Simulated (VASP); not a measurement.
Runs of VASP 6.6.1 on BN. The structure is that of space group P6_3/mmc (No. 194), or close to it. The cells are those of the table. 

```csv
cell,gap on the mesh (eV),pressure (GPa)
"a = 2.491, b = 2.491, c = 4.001 Å, angles 90.0, 90.0, 120.0°, 4 atoms",1.58,4.5
"a = 2.405, b = 2.405, c = 3.863 Å, angles 90.0, 90.0, 120.0°, 4 atoms",(a),54.8
"a = 2.449, b = 2.449, c = 3.933 Å, angles 90.0, 90.0, 120.0°, 4 atoms",1.88,26.6
"a = 2.532, b = 2.532, c = 4.067 Å, angles 90.0, 90.0, 120.0°, 4 atoms",(b),-12.9
"a = 2.572, b = 2.572, c = 4.130 Å, angles 90.0, 90.0, 120.0°, 4 atoms",(c),-26.5
```

Alike in all rows: task single point; level PBE; potentials or basis VASP PAW PBE potentials, release 64 (B, N); no spin polarisation; k mesh 6 × 6 × 4; cutoff (eV) 520; smearing gaussian 0.01 eV.

Task: Estimate the missing entries.

Result: (a) 2.22; (b) 1.30; (c) 1.04.

Caveats: all runs use coarse meshes.

A k mesh can miss the band edges.
